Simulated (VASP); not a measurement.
# Hg (P3_121) in VASP: relaxation of cell and atoms with PBE

Aim: the relaxation of cell and atoms of Hg with PBE.

Everything below comes from runs of VASP 6.6.1. Logs are shortened: lines on timing, memory, paths and dates and some standing lists are left out, and cuts for length are marked.

## 1. The cell of the first run

It takes space group P3_121 (No. 152, trigonal). The conventional cell has a = 4.622 Å, b = 4.622 Å, c = 5.244 Å, α = 90.00°, β = 90.00°, γ = 120.00°. Within 3.3 Å of Hg (site symmetry 2) lie 2 Hg at 2.51 Å.

## 2. Relaxation of cell and atoms, PBE

Input file INCAR:

```
PREC = Accurate ; ENCUT = 600
EDIFF = 1E-6 ; ISMEAR = 0
SIGMA = 0.1 ; LREAL = F
LASPH = T ; NELM = 100
ALGO = Normal ; ISIF = 3
LWAVE = F ; LCHARG = F
GGA = PE ; IBRION = 2
NSW = 90 ; EDIFFG = -0.04
```

Input file KPOINTS:

```
regular mesh
0
Gamma
  6 6 4
```

Input file POSCAR:

```
Hg
1.0
    4.6224968615      0.0000000000      0.0000000000
   -2.3112484308      4.0031997110      0.0000000000
    0.0000000000      0.0000000000      5.2443774268
Hg
3
Direct
    0.2254000000      0.0000000000      0.3333333333
    0.0000000000      0.2254000000      0.6666666667
    0.7746000000      0.7746000000      0.0000000000
```

Potentials or basis: VASP PAW PBE potentials, release 64 (Hg).

Run with:

```sh
$ cat potpaw_PBE.64/Hg/POTCAR > POTCAR
$ mpirun -np 1 vasp_std > vasp.out
```

OUTCAR:

```text
PREC = Accurate
   ENCUT = 600
   EDIFF = 1E-6
   ISMEAR = 0
   LREAL = F
   LASPH = T
   NELM = 100
   ISIF = 3
   GGA = PE
   IBRION = 2
   NSW = 90
   EDIFFG = -0.04

 ion  position               nearest neighbor table
   1  0.225  0.000  0.333-   3 2.51   2 2.51   3 3.64   3 3.64   2 3.64   2 3.64
   2  0.000  0.225  0.667-   3 2.51   1 2.51   3 3.64   3 3.64   1 3.64   1 3.64
   3  0.775  0.775  0.000-   1 2.51   2 2.51   2 3.64   1 3.64   1 3.64   2 3.64

  LATTYP: Found a hexagonal cell.
 ALAT       =     4.6224968615
 C/A-ratio  =     1.1345334749

  Lattice vectors:

 A1 = (   4.6224968615,   0.0000000000,   0.0000000000)
 A2 = (  -2.3112484308,   4.0031997110,   0.0000000000)
 A3 = (   0.0000000000,   0.0000000000,   5.2443774268)

Analysis of symmetry for initial positions (statically):
=====================================================================
 Subroutine PRICEL returns:
 Original cell was already a primitive cell.

 Routine SETGRP: Setting up the symmetry group for a
 hexagonal supercell.

 Subroutine GETGRP returns: Found  6 space group operations
 (whereof  2 operations were pure point group operations)
 out of a pool of 24 trial point group operations.

The static configuration has the point symmetry C_2 .
 The point group associated with its full space group is D_3 .

Analysis of symmetry for dynamics (positions and initial velocities):
=====================================================================
 Subroutine PRICEL returns:
 Original cell was already a primitive cell.

 Routine SETGRP: Setting up the symmetry group for a
 hexagonal supercell.

 Subroutine GETGRP returns: Found  6 space group operations
 (whereof  2 operations were pure point group operations)
 out of a pool of 24 trial point group operations.

The dynamic configuration has the point symmetry C_2 .
 The point group associated with its full space group is D_3 .

 Subroutine INISYM returns: Found  6 space group operations
 (whereof  2 operations are pure point group operations),
 and found     1 'primitive' translations

----------------------------------------------------------------------------------------

                                     Primitive cell

  volume of cell :      97.0460

  direct lattice vectors                    reciprocal lattice vectors
     4.622496862  0.000000000  0.000000000     0.216333300  0.124900089  0.000000000
    -2.311248431  4.003199711  0.000000000     0.000000000  0.249800178  0.000000000
     0.000000000  0.000000000  5.244377427     0.000000000  0.000000000  0.190680403

  length of vectors
     4.622496862  4.622496862  5.244377427     0.249800178  0.249800178  0.190680403

  position of ions in fractional coordinates (direct lattice)
     0.225400000  0.000000000  0.333333333
     1.000000000  0.225400000  0.666666667
     0.774600000  0.774600000  0.000000000

  ion indices of the primitive-cell ions
   primitive index   ion index
                 1           1
                 2           2
                 3           3

----------------------------------------------------------------------------------------

 KPOINTS: regular mesh

Automatic generation of k-mesh.
 Grid dimensions read from file:
 generate k-points for:    6    6    4

 Generating k-lattice:

  Cartesian coordinates                     Fractional coordinates (reciprocal lattice)
     0.036055550  0.020816681  0.000000000     0.166666667 -0.000000000  0.000000000
     0.000000000  0.041633363  0.000000000     0.000000000  0.166666667  0.000000000
     0.000000000  0.000000000  0.047670101     0.000000000  0.000000000  0.250000000

  Length of vectors
     0.041633363  0.041633363  0.047670101

  Shift w.r.t. Gamma in fractional coordinates (k-lattice)
     0.000000000  0.000000000  0.000000000

 Subroutine IBZKPT returns following result:
 ===========================================

 Found     24 irreducible k-points:

 Following reciprocal coordinates:
            Coordinates               Weight
  0.000000  0.000000  0.000000      1.000000
  0.166667  0.000000  0.000000      6.000000
  0.333333  0.000000  0.000000      6.000000
  0.500000  0.000000  0.000000      3.000000
  0.166667  0.166667  0.000000      6.000000
  0.333333  0.166667  0.000000     12.000000
[... 16 lines left out ...]
  0.333333  0.166667  0.500000     12.000000
  0.333333  0.333333  0.500000      2.000000
   k-points           NKPTS =     24   k-points in BZ     NKDIM =     24   number of bands    NBANDS=     22
   number of dos      NEDOS =    301   number of ions     NIONS =      3
   total plane-waves  NPLWV =  67200
   dimension x,y,z NGX =    40 NGY =   40 NGZ =   42
   dimension x,y,z NGXF=    80 NGYF=   80 NGZF=   84
   ions per type =               3
   NGX,Y,Z   is equivalent  to a cutoff of  14.39, 14.39, 13.31 a.u.
   NGXF,Y,Z  is equivalent  to a cutoff of  28.77, 28.77, 26.63 a.u.
 SYSTEM =  unknown system
   PREC   = accura    normal or accurate (medium, high low for compatibility)
   ISTART =      0    job   : 0-new  1-cont  2-samecut
   ICHARG =      2    charge: 1-file 2-atom 10-const
   ISPIN  =      1    spin polarized calculation?
   LNONCOLLINEAR =      F non collinear calculations
   LSORBIT =      F    spin-orbit coupling
   LASPH  =      T    aspherical Exc in radial PAW
   ENCUT  =  600.0 eV  44.10 Ry    6.64 a.u.   9.23  9.23 10.47*2*pi/ulx,y,z
   NELM   =    100;   NELMIN=  2; NELMDL= -5     # of ELM steps
   EDIFF  = 0.1E-05   stopping-criterion for ELM
   LREAL  =      F    real-space projection
   EDIFFG = -.4E-01   stopping-criterion for IOM
   NSW    =     90    number of steps for IOM
   IBRION =      2    ionic relax: 0-MD 1-quasi-New 2-CG
   NFREE  =      1    steps in history (QN), initial steepest desc. (CG)
   ISIF   =      3    stress and relaxation
   ISYM   =      2    0-nonsym 1-usesym 2-fastsym
   POTIM  = 0.5000    time-step for ionic-motion
   TEBEG  =    0.0;   TEEND  =   0.0 temperature during run
   PSTRESS=    0.0 pullay stress
   NELECT =      36.0000    total number of electrons
   NUPDOWN=      -1.0000    fix difference up-down
   EMIN   =  10.00;   EMAX   =-10.00  energy-range for DOS
   EFERMI =   0.00;   METHOD = LEGACY
   ISMEAR =     0;   SIGMA  =   0.10  broadening in eV -4-tet -1-fermi 0-gaus
   EFERMI_NEDOS =   21; number of points for ismear=-14 and -15
   IALGO  =     38    algorithm
   IMIX   =      4    mixing-type and parameters
     AMIX     =   0.40;   BMIX     =  1.00
     AMIX_MAG =   1.60;   BMIX_MAG =  1.00
  volume/ion in A,a.u.               =      32.35       218.30
  Fermi-wavevector in a.u.,A,eV,Ry     =   1.176295  2.222876 18.825984  1.383671
  Thomas-Fermi vector in A             =   2.312662
   LORBIT       =      0    0 simple, 1 ext, 2 COOP (PROOUT), +10 PAW based schemes
   GGA     = PE    functional components
   LHFCALC =     F    Hartree Fock is set to
   AEXX    =    0.0000 exact exchange contribution
   IVDW    =     0    specifies the selected vdW correction
   LEPSILON=     F    determine dielectric tensor
   LRPA    =     F    only Hartree local field effects (RPA)
 conjugate gradient relaxation of ions
 non-spin polarized calculation
 Gauss-broadening in eV      SIGMA  =   0.10
  energy-cutoff  :      600.00
  volume of cell :       97.05
 maximum number of plane-waves:      3261
 NGX is ok and might be reduce to    40
   NGX = 19   NGY = 19   NGZ = 21

--------------------------------------- Ionic step        1  -------------------------------------------

 number of electron      36.0000007 magnetization

 Free energy of the ion-electron system (eV)
  ---------------------------------------------------
  ext. energy  EPLUGINS =         0.00000000
  ---------------------------------------------------
  free energy    TOTEN  =         1.21394260 eV

  energy without entropy =        1.21991127  energy(sigma->0) =        1.21692694

------------------------ aborting loop because EDIFF is reached ----------------------------------------

  FORCE on cell =-STRESS in cart. coord.  units (eV):
  Direction    XX          YY          ZZ          XY          YZ          ZX
  --------------------------------------------------------------------------------------
  -------------------------------------------------------------------------------------
  Total        4.2138687      4.2138687     10.2536515     -0.0000000     -0.0000000      0.0000000
  in kB       69.5686788     69.5686788    169.2822077     -0.0000000     -0.0000000      0.0000000
  external PRESSURE =     102.8065217 kB  Pullay stress =       0.0000000 kB
[... 92 lines left out ...]
  FREE ENERGIE OF THE ION-ELECTRON SYSTEM (eV)
  ---------------------------------------------------
  free  energy   TOTEN  =        -0.2528564303 eV

  energy  without entropy=       -0.2506690261  energy(sigma->0) =       -0.25176273

 E-fermi :  -0.3945     XC(G=0):  -7.6142

 val. band max:       -0.4270293636   @ k =   0.1667   0.0000   0.5000
 cond. band min:      -0.0438018914   @ k =   0.3333   0.1667   0.5000
 fundamental gap:      0.3832274722
 Fermi energy:        -0.3944531268

 k-point     1 :       0.0000    0.0000    0.0000
  band No.  band energies     occupation
      1      -7.0143      2.00000
      2      -7.0143      2.00000
      3      -6.7039      2.00000
      4      -6.7039      2.00000
      5      -6.6664      2.00000
      6      -6.5897      2.00000
[... 574 lines left out ...]
      6      -6.5928      2.00000
[... 14 lines left out ...]
     21       0.3143      0.00000
     22       6.3663      0.00000

 E-fermi :   2.3841     XC(G=0): -10.4631

 val. band max:        2.2337327349   @ k =   0.0000   0.3333   0.2500
 cond. band min:       2.4821270339   @ k =   0.1667   0.1667   0.2500
 fundamental gap:      0.2483942990
 Fermi energy:         2.3841254244

 k-point     1 :       0.0000    0.0000    0.0000
  band No.  band energies     occupation
      1      -6.4673      2.00000
      2      -5.8177      2.00000
      3      -5.8177      2.00000
      4      -5.1987      2.00000
      5      -5.1987      2.00000
      6      -4.8579      2.00000
[... 574 lines left out ...]
      6      -4.9247      2.00000
[... 14 lines left out ...]
     21       2.2058      1.98835
     22      12.0372      0.00000

[... ionic steps 4 to 23 ...]

--------------------------------------- Ionic step       24  -------------------------------------------

 number of electron      36.0000003 magnetization

------------------------ aborting loop because EDIFF is reached ----------------------------------------

  FORCE on cell =-STRESS in cart. coord.  units (eV):
  Direction    XX          YY          ZZ          XY          YZ          ZX
  --------------------------------------------------------------------------------------
  -------------------------------------------------------------------------------------
  Total        0.2029532      0.2029532      0.1842409     -0.0000000     -0.0000000      0.0000000
  in kB        3.8005769      3.8005769      3.4501643     -0.0000000     -0.0000000      0.0000000
  external PRESSURE =       3.6837727 kB  Pullay stress =       0.0000000 kB
[... 59 lines left out ...]
  energy  without entropy=       -0.5016694574  energy(sigma->0) =       -0.50461397

--------------------------------------- Ionic step       26  -------------------------------------------

 number of electron      36.0000004 magnetization

 Free energy of the ion-electron system (eV)
  ---------------------------------------------------
  ext. energy  EPLUGINS =         0.00000000
  ---------------------------------------------------
  free energy    TOTEN  =        -0.51739977 eV

  energy without entropy =       -0.51341209  energy(sigma->0) =       -0.51540593

 E-fermi :   1.2434     XC(G=0):  -9.6627

 val. band max:        1.0847345692   @ k =   0.0000   0.3333   0.2500
 cond. band min:       1.2707161446   @ k =   0.3333   0.3333   0.5000
 fundamental gap:      0.1859815754
 Fermi energy:         1.2433939603

 k-point     1 :       0.0000    0.0000    0.0000
  band No.  band energies     occupation
      1      -6.4374      2.00000
      2      -6.2871      2.00000
      3      -6.2871      2.00000
      4      -5.5925      2.00000
      5      -5.5925      2.00000
      6      -5.4617      2.00000
[... 619 lines left out ...]
  FREE ENERGIE OF THE ION-ELECTRON SYSTEM (eV)
  ---------------------------------------------------
  free  energy   TOTEN  =        -0.5173997702 eV

  energy  without entropy=       -0.5134120902  energy(sigma->0) =       -0.51540593

 reached required accuracy - stopping structural energy minimisation
```

Wall time 15 min (1 thread of AMD EPYC 7R13 (Zen 3), shared host); peak memory 0.25 GiB.

Results:

```yaml
Free_energy: -0.5174 eV
Relaxed_volume: 29.04 Å³/atom
Relaxed_cell: a = 4.340 Å, b = 4.340 Å, c = 5.340 Å, α = 90.00°, β = 90.00°, γ = 120.00°
Space_group_after_relaxing_to_0.05_Å: Pm-3m (No. 221)
Energy_gained_by_relaxing: 577.1 meV/atom
Ionic_steps: 26
Pressure_after_relaxing: 0.0 GPa
Largest_force_after_relaxing: 0.011 eV/Å
Band_gap_on_the_k_mesh: zero (band 18 reaches 5.34 eV, above the bottom of band 19 at 0.01 eV)
```

Forces in eV/Å, atoms in the order of the input:
```
Hg   0.011  0.000  0.000
Hg  -0.005  0.009  0.000
Hg  -0.005 -0.009  0.000
```

The path:
| step | energy change (eV) | largest force (eV/Å) | pressure (GPa) | volume (Å³) |
| --- | --- | --- | --- | --- |
| 1 | 0.0000 | 3.6801 | 10.28 | 97.05 |
| 2 | -1.4510 | 0.3108 | 0.31 | 128.89 |
| 3 | -1.4668 | 0.2593 | 0.18 | 131.29 |
| 4 | -1.4885 | 0.1818 | 0.10 | 136.17 |
| 5 | -1.5082 | 0.0837 | -0.13 | 146.27 |
| 6 | -1.5089 | 0.0753 | -0.13 | 147.64 |
| 7 | -1.5096 | 0.0605 | -0.12 | 150.42 |
| 8 | -1.5097 | 0.0548 | -0.14 | 151.63 |
| 9 | -1.5112 | 0.0553 | -0.14 | 150.63 |
| 10 | -1.5158 | 0.0559 | -0.16 | 147.66 |
| 11 | -1.5265 | 0.0570 | -0.19 | 141.83 |
| 12 | -1.5490 | 0.0555 | -0.29 | 130.62 |
| 13 | -1.6106 | 0.0370 | -0.19 | 109.95 |
| 14 | -1.5048 | 0.2725 | 4.85 | 75.17 |
| 15 | -1.6132 | 0.0515 | -0.23 | 107.04 |
| 16 | -1.6776 | 0.0078 | -0.71 | 90.21 |
| 17 | -1.6596 | 0.0786 | 1.19 | 82.47 |
| 18 | -1.6833 | 0.0115 | -0.29 | 87.81 |
| 19 | -1.6830 | 0.0223 | -0.02 | 86.75 |
| 20 | -1.7103 | 0.0108 | 0.01 | 86.43 |
| 21 | -1.7109 | 0.0439 | 0.77 | 84.26 |
| 22 | -1.7261 | 0.0226 | 0.57 | 85.13 |
| 23 | -1.7279 | 0.0043 | 0.23 | 85.89 |
| 24 | -1.7297 | 0.0125 | 0.37 | 85.56 |
| 25 | -1.7215 | 0.0067 | -0.61 | 91.54 |
| 26 | -1.7313 | 0.0106 | -0.01 | 87.12 |

Final structure:
```
CELL_PARAMETERS angstrom
4.34028 0.00000 0.00000
-2.17014 3.75879 0.00000
0.00000 0.00000 5.34040
ATOMIC_POSITIONS crystal
Hg 0.33228 0.00000 0.33333
Hg 0.00000 0.33228 0.66667
Hg 0.66772 0.66772 0.00000
```

Caveat: spin-orbit coupling is left out, which moves the levels of the heavy elements.
